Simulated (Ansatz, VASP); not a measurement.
**Two plane-wave programs on SrVO3**

File INCAR:

```
ALGO = Normal
EDIFF = 1E-7
ENCUT = 520
GGA = PE
ISIF = 2
ISMEAR = -1
ISPIN = 2
LASPH = True
LCHARG = True
LELF = True
LMAXMIX = 4
LORBIT = 11
LREAL = False
LVHAR = True
LWAVE = False
MAGMOM = 0 2 0 0 0
NBANDS = 32
NELM = 150
PREC = Accurate
SIGMA = 0.05
```

KPOINTS

```
k-points
0
Gamma
  3 3 3
```

File POSCAR:

```
SrVO3
1.0
    3.8409000000      0.0000000000      0.0000000000
    0.0000000000      3.8409000000      0.0000000000
    0.0000000000      0.0000000000      3.8409000000
Sr V O
1 1 3
Direct
    0.5000000000      0.5000000000      0.5000000000
    0.0000000000      0.0000000000      0.0000000000
    0.0000000000      0.0000000000      0.5000000000
    0.0000000000      0.5000000000      0.0000000000
    0.5000000000      0.0000000000      0.0000000000
```

The input input.yaml:

```yaml
crystal:
  lattice:
    - [3.8409, 0.0, 0.0]
    - [0.0, 3.8409, 0.0]
    - [0.0, 0.0, 3.8409]
  atoms:
    - { symbol: Sr, position: [0.5, 0.5, 0.5] }
    - { symbol: V, position: [0.0, 0.0, 0.0], spin: 2.0 }
    - { symbol: O, position: [0.0, 0.0, 0.5] }
    - { symbol: O, position: [0.0, 0.5, 0.0] }
    - { symbol: O, position: [0.5, 0.0, 0.0] }
hamiltonian:
  xc: pbe
  pseudopotentials: { kind: paw }
magnetization:
  spin_polarized: true
kpoints:
  mp_grid: { grid: [3, 3, 3] }
scf:
  occupations: { method: fermi_dirac, width: 0.05 }
output:
  forces: true
  stress: true
  eigenvalues: true
  write_density: true
  write_potential: true
  elf: true
  volumetric_format: npy
```

Alike in both runs: task single point; functional PBE; k mesh 3 × 3 × 3; occupations fermi-dirac, width 0.05 eV; collinear spin.

```csv
,VASP,Ansatz
version,VASP 6.6.1,Ansatz 0.2.0
potentials or method,"VASP PAW PBE potentials, release 64 (Sr_sv, V_sv, O)",Ansatz PAW
plane-wave cutoff (eV),520,420
valence electrons in the cell,41,41
```

|  | VASP | Ansatz | Ansatz less VASP |
| --- | --- | --- | --- |
| gap on the k mesh at the Fermi level (eV) | none | none | - |
| pressure (GPa) | 3.7 | 2.8 | -0.91 |
| net moment per atom (μB) | 0.07 | 0.07 | 0.000 |
| size of the moment on the site where the two differ most (μB) | 0.30 | 0.24 | -0.051 |

Site moments also hang on the region over which each program counts them. A gap of «none» marks a metal or a gap that the smearing closes.

The k mesh is coarse, so the values compare programs but aren't converged.
